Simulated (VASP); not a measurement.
A run of VASP 6.6.1:

The input INCAR:

```
PREC     = Accurate       # precision mode
ENCUT    = 520            # plane-wave cutoff, eV
EDIFF    = 1E-7           # SCF threshold, eV
ISMEAR   = -1             # smearing method
SIGMA    = 0.05           # smearing width, eV
LREAL    = F              # projectors in reciprocal space
LASPH    = T              # aspherical terms in the spheres
NELM     = 100            # most SCF steps
ALGO     = Normal         # electronic algorithm
ISIF     = 2              # what is computed and relaxed
LWAVE    = F              # write WAVECAR
LCHARG   = T              # write CHGCAR
GGA      = PS             # functional
IVDW     = 13             # dispersion correction
LELF     = T              # ELF
LVHAR    = T            
NBANDS   = 18             # bands
```

The input KPOINTS:

```
regular mesh
0
Gamma
  7 7 7
```

File POSCAR:

```
ScAl3
1.0
    4.0443491413      0.0000000000      0.0000000000
    0.0000000000      4.0443491413      0.0000000000
    0.0000000000      0.0000000000      4.0443491413
Sc Al
1 3
Direct
    0.0000000000      0.0000000000      0.0000000000
    0.5000000000      0.5000000000      0.0000000000
    0.0000000000      0.5000000000      0.5000000000
    0.5000000000      0.0000000000      0.5000000000
```

Potentials or basis: VASP PAW PBE potentials, release 64 (Sc_sv, Al).

Run with:

```sh
$ cat potpaw_PBE.64/Sc_sv/POTCAR potpaw_PBE.64/Al/POTCAR > POTCAR
$ mpirun -np 1 vasp_std > vasp.out
```

Hardware: 1 thread of AMD EPYC 7R13 Processor (Zen 3) (shared host).

Estimate the wall time of this run.

Run time: 30 s on 1 thread of AMD EPYC 7R13 Processor (Zen 3) (shared host), peak memory 0.14 GiB. Counts: scf iterations 14, k points 20.
